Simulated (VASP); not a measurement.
# MgSb4Se (F-43m) in VASP: relaxation of cell and atoms with PBE

Aim: the relaxation of cell and atoms of MgSb4Se with PBE.

All numbers are computed with VASP 6.6.1; they aren't measurements. Logs are shortened: lines on timing, memory, paths and dates and some standing lists are left out, and cuts for length are marked.

## (1) The cell of the first run

The structure is cubic, space group F-43m (No. 216). Conventional cell: a = 8.838 Å, b = 8.838 Å, c = 8.838 Å, α = 90.00°, β = 90.00°, γ = 90.00°. Within 4.8 Å of Mg (site symmetry -43m) lie 12 Sb at 3.66 Å and 4 Se at 3.83 Å. Within 4.1 Å of Sb (site symmetry 3m) lie 6 Sb at 3.12 to 3.13 Å and 3 Se at 3.66 Å and 3 Mg at 3.66 Å. Se (site symmetry -43m) has 12 Sb at 3.66 Å and 4 Mg at 3.83 Å within 4.8 Å.

The cell was generated, and may not be a known phase.

## (2) Relaxation of cell and atoms, PBE

Contents of INCAR:

```
SYSTEM = MgSb4Se
PREC = Accurate ; ENCUT = 600
EDIFF = 1E-6 ; ISMEAR = 0
SIGMA = 0.1 ; LREAL = .False.
LASPH = .True. ; NELM = 80
ALGO = Normal ; ISIF = 3
LWAVE = .False. ; LCHARG = .False.
GGA = PE ; IBRION = 2
NSW = 100 ; EDIFFG = -0.01
```

Contents of KPOINTS:

```
regular mesh
0
Gamma
  8 8 8
  0 0 0
```

Contents of POSCAR:

```
MgSb4Se
1.0
    0.0000000000      4.4189736900      4.4189736900
    4.4189736900      0.0000000000      4.4189736900
    4.4189736900      4.4189736900      0.0000000000
Mg Sb Se
1 4 1
Direct
    0.0000000000      0.0000000000      0.0000000000
    0.8740740100      0.3753086600      0.3753086600
    0.3753086600      0.3753086600      0.3753086600
    0.3753086600      0.8740740100      0.3753086600
    0.3753086600      0.3753086600      0.8740740100
    0.7500000000      0.7500000000      0.7500000000
```

Potentials or basis: VASP PAW PBE potentials, release 64 (Mg, Sb, Se).

Run with:

```console
cat potpaw_PBE.64/Mg/POTCAR potpaw_PBE.64/Sb/POTCAR potpaw_PBE.64/Se/POTCAR > POTCAR
mpirun -np 1 vasp_std > vasp.out
```

OUTCAR:

```text
SYSTEM = MgSb4Se
   PREC = Accurate
   ENCUT = 600
   EDIFF = 1E-6
   ISMEAR = 0
   LREAL = .False.
   LASPH = .True.
   NELM = 80
   ISIF = 3
   GGA = PE
   IBRION = 2
   NSW = 100
   EDIFFG = -0.01

 ion  position               nearest neighbor table
   1  0.000  0.000  0.000-   2 3.66   4 3.66   5 3.66   3 3.66   3 3.66   3 3.66   2 3.66   5 3.66
                             4 3.66   5 3.66   4 3.66   2 3.66
   2  0.874  0.375  0.375-   3 3.12   4 3.12   5 3.12   3 3.13   5 3.13   4 3.13   1 3.66   1 3.66
                             1 3.66
   3  0.375  0.375  0.375-   2 3.12   4 3.12   5 3.12   5 3.13   4 3.13   2 3.13   1 3.66   1 3.66
                             1 3.66
   4  0.375  0.874  0.375-   2 3.12   3 3.12   5 3.12   5 3.13   3 3.13   2 3.13   1 3.66   1 3.66
                             1 3.66
   5  0.375  0.375  0.874-   2 3.12   3 3.12   4 3.12   3 3.13   4 3.13   2 3.13   1 3.66   1 3.66
                             1 3.66
   6  0.750  0.750  0.750-

  LATTYP: Found a face centered cubic cell.
 ALAT       =     8.8379473800

  Lattice vectors:

 A1 = (   0.0000000000,   4.4189736900,   4.4189736900)
 A2 = (   4.4189736900,   0.0000000000,   4.4189736900)
 A3 = (   4.4189736900,   4.4189736900,   0.0000000000)

Analysis of symmetry for initial positions (statically):
=====================================================================
 Subroutine PRICEL returns:
 Original cell was already a primitive cell.

 Routine SETGRP: Setting up the symmetry group for a
 face centered cubic supercell.

 Subroutine GETGRP returns: Found 24 space group operations
 (whereof 24 operations were pure point group operations)
 out of a pool of 48 trial point group operations.

The static configuration has the point symmetry T_d .

Analysis of symmetry for dynamics (positions and initial velocities):
=====================================================================
 Subroutine PRICEL returns:
 Original cell was already a primitive cell.

 Routine SETGRP: Setting up the symmetry group for a
 face centered cubic supercell.

 Subroutine GETGRP returns: Found 24 space group operations
 (whereof 24 operations were pure point group operations)
 out of a pool of 48 trial point group operations.

The dynamic configuration has the point symmetry T_d .
[... 112 lines left out ...]
   NFREE  =      1    steps in history (QN), initial steepest desc. (CG)
   ISIF   =      3    stress and relaxation
   ISYM   =      2    0-nonsym 1-usesym 2-fastsym
   POTIM  = 0.5000    time-step for ionic-motion
   TEBEG  =    0.0;   TEEND  =   0.0 temperature during run
   PSTRESS=    0.0 pullay stress
   NELECT =      28.0000    total number of electrons
   NUPDOWN=      -1.0000    fix difference up-down
   EMIN   =  10.00;   EMAX   =-10.00  energy-range for DOS
   EFERMI =   0.00;   METHOD = LEGACY
   ISMEAR =     0;   SIGMA  =   0.10  broadening in eV -4-tet -1-fermi 0-gaus
   EFERMI_NEDOS =   21; number of points for ismear=-14 and -15
   IALGO  =     38    algorithm
   IMIX   =      4    mixing-type and parameters
     AMIX     =   0.40;   BMIX     =  1.00
     AMIX_MAG =   1.60;   BMIX_MAG =  1.00
  volume/ion in A,a.u.               =      28.76       194.11
  Fermi-wavevector in a.u.,A,eV,Ry     =   0.892886  1.687310 10.847186  0.797246
  Thomas-Fermi vector in A             =   2.014893
   LORBIT       =      0    0 simple, 1 ext, 2 COOP (PROOUT), +10 PAW based schemes
   GGA     = PE    functional components
   LHFCALC =     F    Hartree Fock is set to
   AEXX    =    0.0000 exact exchange contribution
   IVDW    =     0    specifies the selected vdW correction
   LEPSILON=     F    determine dielectric tensor
   LRPA    =     F    only Hartree local field effects (RPA)
 conjugate gradient relaxation of ions
 non-spin polarized calculation
 Gauss-broadening in eV      SIGMA  =   0.10
  energy-cutoff  :      600.00
  volume of cell :      172.58
 maximum number of plane-waves:      5793
 NGX is ok and might be reduce to    50
   NGX = 25   NGY = 25   NGZ = 25

--------------------------------------- Ionic step        1  -------------------------------------------

 number of electron      27.9999998 magnetization

 Free energy of the ion-electron system (eV)
  ---------------------------------------------------
  ext. energy  EPLUGINS =         0.00000000
  ---------------------------------------------------
  free energy    TOTEN  =       -19.79668140 eV

  energy without entropy =      -19.76885651  energy(sigma->0) =      -19.78276895

------------------------ aborting loop because EDIFF is reached ----------------------------------------

  FORCE on cell =-STRESS in cart. coord.  units (eV):
  Direction    XX          YY          ZZ          XY          YZ          ZX
  --------------------------------------------------------------------------------------
  -------------------------------------------------------------------------------------
  Total       -1.4462839     -1.4462839     -1.4462839      0.0000000      0.0000000      0.0000000
  in kB      -13.4267185    -13.4267185    -13.4267185      0.0000000      0.0000000      0.0000000
  external PRESSURE =     -13.4267185 kB  Pullay stress =       0.0000000 kB
[... 227 lines left out ...]
--------------------------------------- Ionic step        7  -------------------------------------------

 number of electron      27.9999999 magnetization

 Free energy of the ion-electron system (eV)
  ---------------------------------------------------
  ext. energy  EPLUGINS =         0.00000000
  ---------------------------------------------------
  free energy    TOTEN  =       -19.82835501 eV

  energy without entropy =      -19.80235512  energy(sigma->0) =      -19.81535507

 E-fermi :   5.9062     XC(G=0):  -9.4640

 val. band max:        5.9020392865   @ k =   0.3750   0.2500   0.1250
 cond. band min:       5.9181416251   @ k =  -0.2500   0.1250   0.0000
 fundamental gap:      0.0161023385
 Fermi energy:         5.9061749748

 k-point     1 :       0.0000    0.0000    0.0000
  band No.  band energies     occupation
      1      -6.9173      2.00000
      2      -5.2276      2.00000
      3      -1.8537      2.00000
      4      -1.8537      2.00000
      5      -1.8537      2.00000
      6      -0.4969      2.00000
[... 481 lines left out ...]
      5      -2.1775      2.00000
      6       1.2385      2.00000
[... 10 lines left out ...]
     17       6.9979      0.00000
     18       7.3484      0.00000

 [... further k-points ...]

------------------------ aborting loop because EDIFF is reached ----------------------------------------

  FORCE on cell =-STRESS in cart. coord.  units (eV):
  Direction    XX          YY          ZZ          XY          YZ          ZX
  --------------------------------------------------------------------------------------
  -------------------------------------------------------------------------------------
  Total       -0.0523681     -0.0523681     -0.0523681      0.0000000     -0.0000000      0.0000000
  in kB       -0.4989717     -0.4989717     -0.4989717      0.0000000     -0.0000000      0.0000000
  external PRESSURE =      -0.4989717 kB  Pullay stress =       0.0000000 kB
[... 21 lines left out ...]
  FREE ENERGIE OF THE ION-ELECTRON SYSTEM (eV)
  ---------------------------------------------------
  free  energy   TOTEN  =       -19.8283550120 eV

  energy  without entropy=      -19.8023551181  energy(sigma->0) =      -19.81535507

 reached required accuracy - stopping structural energy minimisation
```

OSZICAR:

```text
N       E                     dE             d eps       ncg     rms          rms(c)
DAV:   1     0.158981189660E+03    0.15898E+03   -0.10581E+04  1044   0.138E+03
DAV:   2    -0.491383340522E+01   -0.16390E+03   -0.16131E+03  1334   0.204E+02
DAV:   3    -0.201800741358E+02   -0.15266E+02   -0.14847E+02  1312   0.655E+01
[... 52 lines left out ...]
DAV:   2    -0.198284487233E+02    0.26502E-03   -0.13684E-03  1098   0.142E-01    0.401E-02
DAV:   3    -0.198283839643E+02    0.64759E-04   -0.28374E-04  1252   0.800E-02    0.233E-02
DAV:   4    -0.198283593903E+02    0.24574E-04   -0.59027E-05  1190   0.359E-02    0.102E-02
DAV:   5    -0.198283558774E+02    0.35129E-05   -0.63003E-06  1064   0.118E-02    0.552E-03
DAV:   6    -0.198283550120E+02    0.86543E-06   -0.20964E-06   604   0.725E-03
   7 F= -.19828355E+02 E0= -.19815355E+02  d E =-.195456E-04
```

It took 5 min on 1 thread of Intel Xeon 6975P-C (Granite Rapids), shared host; peak memory 0.47 GiB.

Results:

| Item | Value |
| --- | --- |
| Free energy | -19.8284 eV |
| Relaxed volume | 28.03 Å³/atom |
| Relaxed cell | a = 6.195 Å, b = 6.195 Å, c = 6.195 Å, α = 60.00°, β = 60.00°, γ = 60.00° |
| Space group after relaxing (to 0.1 Å) | F-43m (No. 216) |
| Energy gained by relaxing | 5.3 meV/atom |
| Ionic steps | 7 |
| Pressure after relaxing | 0.0 GPa |
| Largest force after relaxing | 0.004 eV/Å |
| Band gap on the k mesh | zero (bands 14 and 15 overlap by 1.11 eV) |

Forces on the atoms (eV/Å):
```
Mg   0.000  0.000  0.000
Sb   0.002 -0.002 -0.002
Sb   0.002  0.002  0.002
Sb  -0.002  0.002 -0.002
Sb  -0.002 -0.002  0.002
Se   0.000  0.000  0.000
```

Step by step:
```csv
step,energy change (eV),largest force (eV/Å),pressure (GPa),volume (Å³)
1,0.0000,0.2040,-1.34,172.58
2,-0.0265,0.1245,0.34,166.63
3,-0.0269,0.1355,0.15,167.25
4,-0.0300,0.0764,0.11,167.45
5,-0.0316,0.0013,0.07,167.73
6,-0.0317,0.0032,0.08,167.74
7,-0.0317,0.0036,-0.05,168.15
```

Final structure:
```
Mg Sb Se
1.0
     0.00000    4.38084    4.38084
     4.38084    0.00000    4.38084
     4.38084    4.38084    0.00000
Mg Sb Se
1 4 1
Cartesian
  0.0000 0.0000 0.0000
  3.3031 5.4586 5.4586
  3.3031 3.3031 3.3031
  5.4586 3.3031 5.4586
  5.4586 5.4586 3.3031
  6.5713 6.5713 6.5713
```

Levels at points of the mesh, in eV from the Fermi level:
| k point | band 12 | band 13 | band 14 | band 15 | band 16 | band 17 |
| --- | --- | --- | --- | --- | --- | --- |
| (0.00, 0.00, 0.00) | -1.42 | -1.42 | -1.42 | -0.84 | 3.25 | 3.25 |
| (0.50, 0.00, 0.00) | -1.08 | -0.79 | -0.79 | -0.08 | 0.99 | 0.99 |
| (0.50, 0.50, 0.00) | -0.65 | -0.61 | -0.48 | -0.18 | -0.14 | 0.58 |

Caveat: spin-orbit coupling is left out, which moves the levels of the heavy elements.
